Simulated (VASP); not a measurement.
# GaP (F-43m) in VASP: further runs

Runs on GaP. Level: PBEsol. Tasks: single point.

All numbers are computed with VASP 6.6.1; they aren't measurements. Logs are shortened: lines on timing, memory, paths and dates and some standing lists are left out, and cuts for length are marked.

**1. The cell of the first run**

Symmetry: F-43m, No. 216, cubic system. Conventional cell: a = 5.205 Å, b = 5.205 Å, c = 5.205 Å, α = 90.00°, β = 90.00°, γ = 90.00°. Ga (site symmetry -43m) has 4 P at 2.25 Å within 3.0 Å. P (site symmetry -43m) has 4 Ga at 2.25 Å within 3.0 Å.

**2. Single point, PBEsol**

INCAR reads:

```
PREC = Accurate
ENCUT = 520
EDIFF = 1E-6
ISMEAR = 0
SIGMA = 0.01
LREAL = False
LASPH = True
NELM = 80
ALGO = Normal
ISIF = 2
LWAVE = False
LCHARG = False
GGA = PS
NBANDS = 16
```

KPOINTS reads:

```
Automatic mesh
0
Gamma
  8 8 8
```

POSCAR reads:

```
GaP
1.0
    2.6023467497      2.6023467497      0.0000000000
   -2.6023467497      2.6023467497      0.0000000000
    0.0000000000      2.6023467497      2.6023467497
Ga P
1 1
Direct
    0.0000000000      0.0000000000      0.0000000000
    0.7500000000      0.2500000000      0.5000000000
```

Potentials or basis: VASP PAW PBE potentials, release 64 (Ga_d, P).

Started as:

```console
cat potpaw_PBE.64/Ga_d/POTCAR potpaw_PBE.64/P/POTCAR > POTCAR
mpirun -np 1 vasp_std > vasp.out
```

OUTCAR:

```text
PREC = Accurate
   ENCUT = 520
   EDIFF = 1E-6
   ISMEAR = 0
   LREAL = False
   LASPH = True
   NELM = 80
   ISIF = 2
   GGA = PS

 ion  position               nearest neighbor table
   1  0.000  0.000  0.000-   2 2.25   2 2.25   2 2.25   2 2.25
   2  0.750  0.250  0.500-   1 2.25   1 2.25   1 2.25   1 2.25

  LATTYP: Found a face centered cubic cell.
 ALAT       =     5.2046934994

  Lattice vectors:

 A1 = (   0.0000000000,   2.6023467497,   2.6023467497)
 A2 = (   2.6023467497,   0.0000000000,   2.6023467497)
 A3 = (   2.6023467497,   2.6023467497,   0.0000000000)

Analysis of symmetry for initial positions (statically):
=====================================================================
 Subroutine PRICEL returns:
 Original cell was already a primitive cell.

 Routine SETGRP: Setting up the symmetry group for a
 face centered cubic supercell.

 Subroutine GETGRP returns: Found 24 space group operations
 (whereof 24 operations were pure point group operations)
 out of a pool of 48 trial point group operations.

The static configuration has the point symmetry T_d .

Analysis of symmetry for dynamics (positions and initial velocities):
=====================================================================
 Subroutine PRICEL returns:
 Original cell was already a primitive cell.

 Routine SETGRP: Setting up the symmetry group for a
 face centered cubic supercell.

 Subroutine GETGRP returns: Found 24 space group operations
 (whereof 24 operations were pure point group operations)
 out of a pool of 48 trial point group operations.

The dynamic configuration has the point symmetry T_d .

 Subroutine INISYM returns: Found 24 space group operations
 (whereof 24 operations are pure point group operations),
 and found     1 'primitive' translations

----------------------------------------------------------------------------------------

                                     Primitive cell

  volume of cell :      35.2473

  direct lattice vectors                    reciprocal lattice vectors
     2.602346750  2.602346750  0.000000000     0.192134273  0.192134273 -0.192134273
    -2.602346750  2.602346750  0.000000000    -0.192134273  0.192134273 -0.192134273
     0.000000000  2.602346750  2.602346750     0.000000000  0.000000000  0.384268545

  length of vectors
     3.680274067  3.680274067  3.680274067     0.332786322  0.332786322  0.384268545

  position of ions in fractional coordinates (direct lattice)
[... 78 lines left out ...]
   NELM   =     80;   NELMIN=  2; NELMDL= -5     # of ELM steps
   EDIFF  = 0.1E-05   stopping-criterion for ELM
   LREAL  =      F    real-space projection
   EDIFFG = 0.1E-04   stopping-criterion for IOM
   NSW    =      0    number of steps for IOM
   IBRION =     -1    ionic relax: 0-MD 1-quasi-New 2-CG
   NFREE  =      0    steps in history (QN), initial steepest desc. (CG)
   ISIF   =      2    stress and relaxation
   ISYM   =      2    0-nonsym 1-usesym 2-fastsym
   POTIM  = 0.5000    time-step for ionic-motion
   TEBEG  =    0.0;   TEEND  =   0.0 temperature during run
   PSTRESS=    0.0 pullay stress
   NELECT =      18.0000    total number of electrons
   NUPDOWN=      -1.0000    fix difference up-down
   EMIN   =  10.00;   EMAX   =-10.00  energy-range for DOS
   EFERMI =   0.00;   METHOD = LEGACY
   ISMEAR =     0;   SIGMA  =   0.01  broadening in eV -4-tet -1-fermi 0-gaus
   EFERMI_NEDOS =   21; number of points for ismear=-14 and -15
   IALGO  =     38    algorithm
   IMIX   =      4    mixing-type and parameters
     AMIX     =   0.40;   BMIX     =  1.00
     AMIX_MAG =   1.60;   BMIX_MAG =  1.00
  volume/ion in A,a.u.               =      17.62       118.93
  Fermi-wavevector in a.u.,A,eV,Ry     =   1.308551  2.472802 23.297318  1.712305
  Thomas-Fermi vector in A             =   2.439210
   LORBIT       =      0    0 simple, 1 ext, 2 COOP (PROOUT), +10 PAW based schemes
   GGA     = PS    functional components
   LHFCALC =     F    Hartree Fock is set to
   AEXX    =    0.0000 exact exchange contribution
   IVDW    =     0    specifies the selected vdW correction
   LEPSILON=     F    determine dielectric tensor
   LRPA    =     F    only Hartree local field effects (RPA)
 non-spin polarized calculation
 Gauss-broadening in eV      SIGMA  =   0.01
  energy-cutoff  :      520.00
  volume of cell :       35.25
 maximum number of plane-waves:       960
   NGX = 13   NGY = 13   NGZ = 13

 number of electron      18.0000015 magnetization

 Free energy of the ion-electron system (eV)
  ---------------------------------------------------
  ext. energy  EPLUGINS =         0.00000000
  ---------------------------------------------------
  free energy    TOTEN  =        -9.71728324 eV

  energy without entropy =       -9.71728324  energy(sigma->0) =       -9.71728324

 E-fermi :   6.2210     XC(G=0): -10.6622

 val. band max:        6.0973972496   @ k =   0.0000   0.0000   0.0000
 cond. band min:       7.2916589500   @ k =   0.5000   0.5000   0.0000
 fundamental gap:      1.1942617004
 Fermi energy:         6.2210221104

 k-point     1 :       0.0000    0.0000    0.0000
  band No.  band energies     occupation
      1      -8.7671      2.00000
      2      -8.7671      2.00000
      3      -8.7671      2.00000
      4      -8.6159      2.00000
      5      -8.6159      2.00000
      6      -7.5669      2.00000
[... 433 lines left out ...]
      3      -8.7003      2.00000
      4      -8.6261      2.00000
      5      -8.6047      2.00000
      6      -4.4844      2.00000
[... 8 lines left out ...]
     15      18.4510      0.00000
     16      19.3780      0.00000

 [... further k-points ...]

------------------------ aborting loop because EDIFF is reached ----------------------------------------

  FORCE on cell =-STRESS in cart. coord.  units (eV):
  Direction    XX          YY          ZZ          XY          YZ          ZX
  --------------------------------------------------------------------------------------
  -------------------------------------------------------------------------------------
  Total        3.2549286      3.2549286      3.2549286      0.0000000      0.0000000      0.0000000
  in kB      147.9539492    147.9539492    147.9539492      0.0000000      0.0000000      0.0000000
  external PRESSURE =     147.9539492 kB  Pullay stress =       0.0000000 kB

 VOLUME and BASIS-vectors are now :
 -----------------------------------------------------------------------------
  energy-cutoff  :      520.00
  volume of cell :       35.25
      direct lattice vectors                 reciprocal lattice vectors
     2.602346750  2.602346750  0.000000000     0.192134273  0.192134273 -0.192134273
    -2.602346750  2.602346750  0.000000000    -0.192134273  0.192134273 -0.192134273
     0.000000000  2.602346750  2.602346750     0.000000000  0.000000000  0.384268545

 POSITION                                       TOTAL-FORCE (eV/Angst)
 -----------------------------------------------------------------------------------
      0.00000      0.00000      0.00000         0.000000      0.000000      0.000000
      1.30117      3.90352      1.30117        -0.000000      0.000000      0.000000
 -----------------------------------------------------------------------------------
    total drift:                               -0.000001      0.000000     -0.000000

  FREE ENERGIE OF THE ION-ELECTRON SYSTEM (eV)
  ---------------------------------------------------
  free  energy   TOTEN  =        -9.7172832425 eV

  energy  without entropy=       -9.7172832425  energy(sigma->0) =       -9.71728324
```

Wall time 12 s (1 thread of Intel Xeon Platinum 8488C (Sapphire Rapids), shared host); peak memory 0.16 GiB.

What came out:

- Free energy: -9.7173 eV
- Pressure: 14.8 GPa
- Band gap on the k mesh: 1.19 eV (least direct gap 2.92 eV)

Levels at points of the mesh, in eV from the valence-band top:
```
           k point  band 5  band 6  band 7  band 8  band 9  band 10  band 11  band 12  band 13  band 14
(0.00, 0.00, 0.00)  -14.71  -13.66    0.00    0.00    0.00     2.92     3.75     3.75     3.75     9.20
(0.50, 0.00, 0.00)  -14.70  -11.07   -7.58   -1.35   -1.35     2.01     4.57     4.57     8.27    11.82
(0.50, 0.50, 0.00)  -14.68   -9.97   -7.52   -3.24   -3.24     1.19     1.52    11.59    11.59    12.45
```

Caveat: the cell stands under pressure; the PAW data sets were made with another functional, which shifts forces and pressure a little. A k mesh can miss the band edges.

**3. Single point, PBEsol**

This run uses another cell than the first one, of 18.74 Å³/atom.

INCAR reads:

```
SYSTEM = GaP
  ALGO = Normal
  EDIFF = 1E-7
  ENCUT = 520
  GGA = PS
  ISIF = 2
  ISMEAR = 0
  LASPH = .True.
  LCHARG = .True.
  LELF = .True.
  LREAL = .False.
  LVHAR = .True.
  LWAVE = .False.
  NBANDS = 16
  NELM = 80
  PREC = Accurate
  SIGMA = 0.01
```

KPOINTS reads:

```
k-points
0
Gamma
  8 8 8
  0 0 0
```

POSCAR reads:

```
GaP
1.0
    2.6562079898      2.6562079898      0.0000000000
   -2.6562079898      2.6562079898      0.0000000000
    0.0000000000      2.6562079898      2.6562079898
Ga P
1 1
Direct
    0.0000000000      0.0000000000      0.0000000000
    0.7500000000      0.2500000000      0.5000000000
```

Potentials or basis: VASP PAW PBE potentials, release 64 (Ga_d, P).

Started as:

```console
cat potpaw_PBE.64/Ga_d/POTCAR potpaw_PBE.64/P/POTCAR > POTCAR
mpirun -np 1 vasp_std > vasp.out
```

It took 13 s on 1 thread of Intel Xeon Platinum 8488C (Sapphire Rapids), shared host; peak memory 0.16 GiB.

The run converged. Its results:

| Quantity | Value |
| --- | --- |
| Free energy | -9.8662 eV |
| Pressure | 6.8 GPa |
| Band gap on the k mesh | 1.35 eV (least direct gap 2.39 eV) |

Levels at points of the mesh, in eV from the valence-band top:
```csv
k point,band 5,band 6,band 7,band 8,band 9,band 10,band 11,band 12,band 13,band 14
"(0.00, 0.00, 0.00)",-14.57,-13.13,0.00,0.00,0.00,2.39,3.80,3.80,3.80,8.91
"(0.50, 0.00, 0.00)",-14.56,-10.78,-7.16,-1.25,-1.25,1.82,4.62,4.62,8.21,11.32
"(0.50, 0.50, 0.00)",-14.54,-9.76,-7.19,-3.00,-3.00,1.35,1.62,11.13,11.13,11.82
```

Caveat: the cell stands under pressure; the PAW data sets were made with another functional, which shifts forces and pressure a little. A k mesh can miss the band edges.

**4. Single point, PBEsol**

This run uses another cell than the first one, of 18.28 Å³/atom.

INCAR reads:

```
SYSTEM = GaP
ALGO = Normal
EDIFF = 1E-6
ENCUT = 520
GGA = PS
ISIF = 2
ISMEAR = 0
LASPH = .True.
LCHARG = .False.
LREAL = .False.
LWAVE = .False.
NBANDS = 16
NELM = 60
PREC = Accurate
SIGMA = 0.01
```

KPOINTS is that of step 3.

POSCAR reads:

```
GaP
1.0
    2.6343544138      2.6343544138      0.0000000000
   -2.6343544138      2.6343544138      0.0000000000
    0.0000000000      2.6343544138      2.6343544138
Ga P
1 1
Direct
    0.0000000000      0.0000000000      0.0000000000
    0.7500000000      0.2500000000      0.5000000000
```

Started as:

```console
cat potpaw_PBE.64/Ga_d/POTCAR potpaw_PBE.64/P/POTCAR > POTCAR
mpirun -np 1 vasp_std > vasp.out
```

Run time: 14 s. Hardware: 1 thread of Intel Xeon Platinum 8488C (Sapphire Rapids), shared host; peak memory 0.15 GiB.

The run converged. Its results:

- Free energy: -9.8183 eV
- Pressure: 9.8 GPa
- Band gap on the k mesh: 1.29 eV (least direct gap 2.60 eV)

Levels at points of the mesh, in eV from the valence-band top:
| k point | band 5 | band 6 | band 7 | band 8 | band 9 | band 10 | band 11 | band 12 | band 13 | band 14 |
| --- | --- | --- | --- | --- | --- | --- | --- | --- | --- | --- |
| (0.00, 0.00, 0.00) | -14.63 | -13.34 | 0.00 | 0.00 | 0.00 | 2.60 | 3.78 | 3.78 | 3.78 | 9.02 |
| (0.50, 0.00, 0.00) | -14.61 | -10.89 | -7.33 | -1.29 | -1.29 | 1.89 | 4.60 | 4.60 | 8.23 | 11.52 |
| (0.50, 0.50, 0.00) | -14.59 | -9.84 | -7.32 | -3.09 | -3.09 | 1.29 | 1.58 | 11.31 | 11.31 | 12.07 |

Caveat: the cell stands under pressure; the PAW data sets were made with another functional, which shifts forces and pressure a little. A k mesh can miss the band edges.

**5. Overview**

| cell | gap on the mesh (eV) | pressure (GPa) |
| --- | --- | --- |
| a = 3.680 Å, angles 60.0, 60.0, 90.0°, 2 atoms | 1.19 | 14.8 |
| a = 3.756 Å, angles 60.0, 60.0, 90.0°, 2 atoms | 1.35 | 6.8 |
| a = 3.726 Å, angles 60.0, 60.0, 90.0°, 2 atoms | 1.29 | 9.8 |

Alike in all rows: task single point; level PBEsol; potentials or basis VASP PAW PBE potentials, release 64 (Ga_d, P); no spin polarisation; k mesh 8 × 8 × 8; cutoff (eV) 520; smearing gaussian 0.01 eV.

Caveats: the cell stands under pressure; the PAW data sets were made with another functional, which shifts forces and pressure a little.

Absolute energies hang on the potentials; compare differences alone.
